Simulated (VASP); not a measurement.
# Co (P6_3/mmc) in VASP: density of states with PBEsol

Aim: the density of states of Co with PBEsol.

Program: VASP 6.6.1. These are calculated values, not measurements. Logs are shortened: lines on timing, memory, paths and dates and some standing lists are left out, and cuts for length are marked.

**1. The cell of the first run**

It takes space group P6_3/mmc (No. 194, hexagonal). Conventional cell: a = 2.471 Å, b = 2.471 Å, c = 8.088 Å, α = 90.00°, β = 90.00°, γ = 120.00°. Co (site symmetry -3m) has 12 Co at 2.47 Å within 3.3 Å. Co (site symmetry -6m2) has 12 Co at 2.47 Å within 3.3 Å.

**2. Density of states, PBEsol, collinear spin, ferromagnetic start**

POSCAR reads:

```
Co
1.0
    2.4705617800      0.0000000000      0.0000000000
   -1.2352808900      2.1395692600      0.0000000000
    0.0000000000      0.0000000000      8.0882338000
Co
4
Direct
    0.0000000000      0.0000000000      0.0000000000
    0.3333333300      0.6666666700      0.2500000000
    0.0000000000      0.0000000000      0.5000000000
    0.6666666700      0.3333333300      0.7500000000
```

INCAR.step1 reads:

```
ALGO = Normal ; EDIFF = 1E-7
ENCUT = 520 ; GGA = PS
ISIF = 2 ; ISMEAR = -1
ISPIN = 2 ; LASPH = True
LCHARG = True ; LMAXMIX = 4
LREAL = False ; LWAVE = False
MAGMOM = 2.5 2.5 2.5 2.5 ; NBANDS = 30
NELM = 150 ; PREC = Accurate
SIGMA = 0.1
```

KPOINTS.step1 reads:

```
k-points
0
Gamma
  11 11 3
```

INCAR.step2 reads:

```
ALGO = Normal ; EDIFF = 1E-7
ENCUT = 520 ; GGA = PS
ICHARG = 11 ; ISIF = 2
ISMEAR = -5 ; ISPIN = 2
LASPH = True ; LCHARG = False
LMAXMIX = 4 ; LORBIT = 11
LREAL = False ; LWAVE = False
MAGMOM = 2.5 2.5 2.5 2.5 ; NBANDS = 30
NEDOS = 1001 ; NELM = 150
PREC = Accurate ; SIGMA = 0.1
```

KPOINTS.step2 reads:

```
k-points
0
Gamma
  17 17 5
```

Potentials or basis: VASP PAW PBE potentials, release 64 (Co).

Launch:

```bash
$ cat potpaw_PBE.64/Co/POTCAR > POTCAR
$ cp INCAR.step1 INCAR
$ cp KPOINTS.step1 KPOINTS
$ mpirun -np 1 vasp_std > vasp.out
$ cp INCAR.step2 INCAR
$ cp KPOINTS.step2 KPOINTS
$ mpirun -np 1 vasp_std > vasp.out
```

OUTCAR:

```text
EDIFF = 1E-7
   ENCUT = 520
   GGA = PS
   ICHARG = 11
   ISIF = 2
   ISMEAR = -5
   ISPIN = 2
   LASPH = True
   LORBIT = 11
   LREAL = False
   NELM = 150
   PREC = Accurate

 ion  position               nearest neighbor table
   1  0.000  0.000  0.000-   2 2.47   4 2.47   2 2.47   4 2.47   4 2.47   2 2.47
   2  0.333  0.667  0.250-   1 2.47   3 2.47   1 2.47   3 2.47   1 2.47   3 2.47
   3  0.000  0.000  0.500-   2 2.47   4 2.47   2 2.47   4 2.47   4 2.47   2 2.47
   4  0.667  0.333  0.750-   1 2.47   3 2.47   1 2.47   3 2.47   1 2.47   3 2.47

  LATTYP: Found a hexagonal cell.
 ALAT       =     2.4705617800
 C/A-ratio  =     3.2738439757

  Lattice vectors:

 A1 = (   2.4705617800,   0.0000000000,   0.0000000000)
 A2 = (  -1.2352808900,   2.1395692600,   0.0000000000)
 A3 = (   0.0000000000,   0.0000000000,   8.0882338000)

Analysis of symmetry for initial positions (statically):
=====================================================================
 Subroutine PRICEL returns:
 Original cell was already a primitive cell.

 Routine SETGRP: Setting up the symmetry group for a
 hexagonal supercell.

 Subroutine GETGRP returns: Found 24 space group operations
 (whereof 12 operations were pure point group operations)
 out of a pool of 24 trial point group operations.

The static configuration has the point symmetry D_3d.
 The point group associated with its full space group is D_6h.

Analysis of symmetry for dynamics (positions and initial velocities):
=====================================================================
 Subroutine PRICEL returns:
 Original cell was already a primitive cell.

 Routine SETGRP: Setting up the symmetry group for a
 hexagonal supercell.

 Subroutine GETGRP returns: Found 24 space group operations
 (whereof 12 operations were pure point group operations)
 out of a pool of 24 trial point group operations.

The dynamic configuration has the point symmetry D_3d.
 The point group associated with its full space group is D_6h.

Analysis of structural, dynamic, and magnetic symmetry:
=====================================================================
 Subroutine PRICEL returns:
 Original cell was already a primitive cell.

 Routine SETGRP: Setting up the symmetry group for a
 hexagonal supercell.

 Subroutine GETGRP returns: Found 24 space group operations
 (whereof 12 operations were pure point group operations)
 out of a pool of 24 trial point group operations.

The overall configuration has the point symmetry D_3d.
 The point group associated with its full space group is D_6h.

 Subroutine INISYM returns: Found 24 space group operations
 (whereof 12 operations are pure point group operations),
 and found     1 'primitive' translations

----------------------------------------------------------------------------------------

                                     Primitive cell

  volume of cell :      42.7539

  direct lattice vectors                    reciprocal lattice vectors
     2.470561780  0.000000000  0.000000000     0.404766239  0.233691897  0.000000000
    -1.235280890  2.139569260  0.000000000     0.000000000  0.467383795  0.000000000
     0.000000000  0.000000000  8.088233800     0.000000000  0.000000000  0.123636386

  length of vectors
     2.470561780  2.470561777  8.088233800     0.467383794  0.467383795  0.123636386

  position of ions in fractional coordinates (direct lattice)
     0.000000000  0.000000000  0.000000000
     0.333333330  0.666666670  0.250000000
     0.000000000  0.000000000  0.500000000
     0.666666670  0.333333330  0.750000000

  ion indices of the primitive-cell ions
   primitive index   ion index
                 1           1
                 2           2
                 3           3
                 4           4

----------------------------------------------------------------------------------------

 KPOINTS: k-points

Automatic generation of k-mesh.
 Grid dimensions read from file:
 generate k-points for:   17   17    5

 Generating k-lattice:

  Cartesian coordinates                     Fractional coordinates (reciprocal lattice)
     0.023809779  0.013746582  0.000000000     0.058823529  0.000000000  0.000000000
     0.000000000  0.027493164  0.000000000     0.000000000  0.058823529  0.000000000
     0.000000000  0.000000000  0.024727277     0.000000000  0.000000000  0.200000000

  Length of vectors
     0.027493164  0.027493164  0.024727277

  Shift w.r.t. Gamma in fractional coordinates (k-lattice)
     0.000000000  0.000000000  0.000000000

 TETIRR: Found   1343 inequivalent tetrahedra from     8670

 Subroutine IBZKPT returns following result:
 ===========================================

 Found     99 irreducible k-points:

 Following reciprocal coordinates:
            Coordinates               Weight
  0.000000  0.000000  0.000000      1.000000
  0.058824  0.000000  0.000000      6.000000
  0.117647  0.000000  0.000000      6.000000
  0.176471 -0.000000  0.000000      6.000000
  0.235294  0.000000  0.000000      6.000000
  0.294118  0.000000  0.000000      6.000000
[... 16 lines left out ...]
  0.411765  0.117647  0.000000     12.000000
  0.176471  0.176471  0.000000      6.000000
 [... further k-points ...]
   k-points           NKPTS =     99   k-points in BZ     NKDIM =     99   number of bands    NBANDS=     30
   number of dos      NEDOS =   1001   number of ions     NIONS =      4
   total plane-waves  NPLWV =  19440
   dimension x,y,z NGX =    18 NGY =   18 NGZ =   60
   dimension x,y,z NGXF=    36 NGYF=   36 NGZF=  120
   ions per type =               4
   NGX,Y,Z   is equivalent  to a cutoff of  12.11, 12.11, 12.33 a.u.
   NGXF,Y,Z  is equivalent  to a cutoff of  24.22, 24.22, 24.66 a.u.
 SYSTEM =  unknown system
   PREC   = accura    normal or accurate (medium, high low for compatibility)
   ISTART =      0    job   : 0-new  1-cont  2-samecut
   ICHARG =     11    charge: 1-file 2-atom 10-const
   ISPIN  =      2    spin polarized calculation?
   LNONCOLLINEAR =      F non collinear calculations
   LSORBIT =      F    spin-orbit coupling
   LASPH  =      T    aspherical Exc in radial PAW
   ENCUT  =  520.0 eV  38.22 Ry    6.18 a.u.   4.59  4.59 15.04*2*pi/ulx,y,z
   NELM   =    150;   NELMIN=  2; NELMDL=  0     # of ELM steps
   EDIFF  = 0.1E-06   stopping-criterion for ELM
   LREAL  =      F    real-space projection
   EDIFFG = 0.1E-05   stopping-criterion for IOM
   NSW    =      0    number of steps for IOM
   IBRION =     -1    ionic relax: 0-MD 1-quasi-New 2-CG
   NFREE  =      0    steps in history (QN), initial steepest desc. (CG)
   ISIF   =      2    stress and relaxation
   ISYM   =      2    0-nonsym 1-usesym 2-fastsym
   POTIM  = 0.5000    time-step for ionic-motion
   TEBEG  =    0.0;   TEEND  =   0.0 temperature during run
   PSTRESS=    0.0 pullay stress
   NELECT =      36.0000    total number of electrons
   NUPDOWN=      -1.0000    fix difference up-down
   EMIN   =  10.00;   EMAX   =-10.00  energy-range for DOS
   EFERMI =   0.00;   METHOD = LEGACY
   ISMEAR =    -5;   SIGMA  =   0.10  broadening in eV -4-tet -1-fermi 0-gaus
   EFERMI_NEDOS =   21; number of points for ismear=-14 and -15
   IALGO  =     38    algorithm
   IMIX   =      4    mixing-type and parameters
     AMIX     =   0.40;   BMIX     =  1.00
     AMIX_MAG =   1.60;   BMIX_MAG =  1.00
  volume/ion in A,a.u.               =      10.69        72.13
  Fermi-wavevector in a.u.,A,eV,Ry     =   1.545908  2.921343 32.515647  2.389833
  Thomas-Fermi vector in A             =   2.651220
   LORBIT       =     11    0 simple, 1 ext, 2 COOP (PROOUT), +10 PAW based schemes
   GGA     = PS    functional components
   LHFCALC =     F    Hartree Fock is set to
   AEXX    =    0.0000 exact exchange contribution
   IVDW    =     0    specifies the selected vdW correction
   LEPSILON=     F    determine dielectric tensor
   LRPA    =     F    only Hartree local field effects (RPA)
 spin polarized calculation
 Fermi weights with tetrahedron method with Bloechl corrections
  energy-cutoff  :      520.00
  volume of cell :       42.75
 maximum number of plane-waves:      1170

 number of electron      35.9999991 magnetization       6.3049751

 Free energy of the ion-electron system (eV)
  ---------------------------------------------------
  ext. energy  EPLUGINS =         0.00000000
  ---------------------------------------------------
  free energy    TOTEN  =       -30.88348626 eV

  energy without entropy =      -30.88348626  energy(sigma->0) =      -30.88348626

 E-fermi :  10.3456     XC(G=0): -13.6675

 val. band max:       10.4076886443   @ k =   0.4706   0.0000   0.2000
 cond. band min:      10.3417161927   @ k =   0.2353   0.0000   0.0000
 fundamental gap:     -0.0659724517
 Fermi energy:        10.3455503741

 spin component 1

 k-point     1 :       0.0000    0.0000    0.0000
  band No.  band energies     occupation
      1       1.2214      1.00000
      2       3.4482      1.00000
      3       3.4626      1.00000
      4       5.0773      1.00000
      5       7.3053      1.00000
      6       7.3343      1.00000
[... 22 lines left out ...]
     29      32.8563      0.00000
     30      33.7783      0.00000

 k-point     2 :       0.0588    0.0000    0.0000
  band No.  band energies     occupation
      1       1.3456      1.00000
      2       3.5554      1.00000
      3       3.5697      1.00000
      4       5.1574      1.00000
      5       7.2206      1.00000
      6       7.2847      1.00000
[... 22 lines left out ...]
     29      32.4081      0.00000
     30      32.6595      0.00000

 k-point     3 :       0.1176    0.0000    0.0000
  band No.  band energies     occupation
      1       1.7119      1.00000
      2       3.8620      1.00000
      3       3.8760      1.00000
      4       5.3803      1.00000
      5       7.0380      1.00000
      6       7.1624      1.00000
[... 682 lines left out ...]
     29      22.5964      0.00000
     30      23.1010      0.00000

 k-point    24 :       0.1765    0.1765    0.0000
  band No.  band energies     occupation
      1       4.1567      1.00000
      2       5.3554      1.00000
      3       5.3787      1.00000
      4       6.3212      1.00000
      5       6.3683      1.00000
      6       6.5553      1.00000
[... 22 lines left out ...]
     29      25.0759      0.00000
     30      25.4082      0.00000

 [... further k-points ...]

 spin component 2

 k-point     1 :       0.0000    0.0000    0.0000
  band No.  band energies     occupation
      1       1.2855      1.00000
      2       3.5840      1.00000
      3       3.5878      1.00000
      4       5.9865      1.00000
      5       8.6145      1.00000
      6       8.6601      1.00000
[... 22 lines left out ...]
     29      32.6604      0.00000
     30      33.6240      0.00000

 k-point     2 :       0.0588    0.0000    0.0000
  band No.  band energies     occupation
      1       1.4102      1.00000
      2       3.6934      1.00000
      3       3.6971      1.00000
      4       6.0760      1.00000
      5       8.5470      1.00000
      6       8.6291      1.00000
[... 22 lines left out ...]
     29      32.3046      0.00000
     30      32.7036      0.00000

 k-point     3 :       0.1176    0.0000    0.0000
  band No.  band energies     occupation
      1       1.7786      1.00000
      2       4.0107      1.00000
      3       4.0142      1.00000
      4       6.3283      1.00000
      5       8.3849      1.00000
      6       8.5434      1.00000
[... 682 lines left out ...]
     29      22.9745      0.00000
     30      23.6630      0.00000

 k-point    24 :       0.1765    0.1765    0.0000
  band No.  band energies     occupation
      1       4.3053      1.00000
      2       5.8535      1.00000
      3       5.8574      1.00000
      4       7.4836      1.00000
      5       7.5462      1.00000
      6       7.8333      1.00000
[... 22 lines left out ...]
     29      25.5645      0.00000
     30      25.8716      0.00000

 [... further k-points ...]
[... 5 lines left out ...]
  --------------------------------------------------------------------------------------
  -------------------------------------------------------------------------------------
  Total       -2.3618420     -2.3618420     -3.1368673      0.0000000      0.0000000      0.0000000
  in kB      -88.5086390    -88.5086387   -117.5522566      0.0000000      0.0000000      0.0000000
  external PRESSURE =     -98.1898448 kB  Pullay stress =       0.0000000 kB

 VOLUME and BASIS-vectors are now :
 -----------------------------------------------------------------------------
  energy-cutoff  :      520.00
  volume of cell :       42.75
      direct lattice vectors                 reciprocal lattice vectors
     2.470561780  0.000000000  0.000000000     0.404766239  0.233691897  0.000000000
    -1.235280890  2.139569260  0.000000000     0.000000000  0.467383795  0.000000000
     0.000000000  0.000000000  8.088233800     0.000000000  0.000000000  0.123636386

 POSITION                                       TOTAL-FORCE (eV/Angst)
 -----------------------------------------------------------------------------------
      0.00000      0.00000      0.00000        -0.000000      0.000000      0.000000
     -0.00000      1.42638      2.02206        -0.000000      0.000000     -0.000000
      0.00000      0.00000      4.04412        -0.000000      0.000000      0.000000
      1.23528      0.71319      6.06618         0.000000     -0.000000     -0.000000
 -----------------------------------------------------------------------------------
    total drift:                               -0.000000     -0.000000      0.000000

  FREE ENERGIE OF THE ION-ELECTRON SYSTEM (eV)
  ---------------------------------------------------
  free  energy   TOTEN  =       -30.8834862553 eV

  energy  without entropy=      -30.8834862553  energy(sigma->0) =      -30.88348626

 total charge

# of ion       s       p       d       tot
------------------------------------------
    1        0.496   0.538   7.271   8.304
    2        0.496   0.541   7.259   8.295
    3        0.496   0.538   7.271   8.304
    4        0.496   0.541   7.259   8.295
--------------------------------------------------
tot          1.984   2.157  29.058  33.199

 magnetization (x)

# of ion       s       p       d       tot
------------------------------------------
    1       -0.014  -0.049   1.660   1.596
    2       -0.014  -0.051   1.683   1.618
    3       -0.014  -0.049   1.660   1.596
    4       -0.014  -0.051   1.683   1.618
--------------------------------------------------
tot         -0.057  -0.199   6.685   6.428
```

It used 760 s of CPU time on 1 thread of AMD EPYC 7R13 Processor (Zen 3), with other jobs on the host.

Results:

| Item | Value |
| --- | --- |
| Net moment | 6.30 μB per cell |
| Site moments | Co +1.60, +1.62 μB |
| Valence electrons inside the program's atomic spheres | Co 8.30, 8.29 |

Levels at points of the mesh, in eV from the Fermi level:
Spin up:
```
           k point  band 18  band 19  band 20  band 21  band 22  band 23  band 24  band 25
(0.00, 0.00, 0.00)    -1.43    -1.43    -1.13    -1.13    -0.73    -0.73    -0.35     6.25
```
Spin down:
| k point | band 10 | band 11 | band 12 | band 13 | band 14 | band 15 | band 16 | band 17 | band 18 | band 19 |
| --- | --- | --- | --- | --- | --- | --- | --- | --- | --- | --- |
| (0.00, 0.00, 0.00) | -1.15 | -1.15 | -0.88 | -0.88 | -0.82 | -0.82 | -0.33 | 0.03 | 0.03 | 0.38 |

Caveat: the PAW data sets were made with another functional, which shifts forces and pressure a little; tetrahedron occupations give inexact forces and stress in metals.
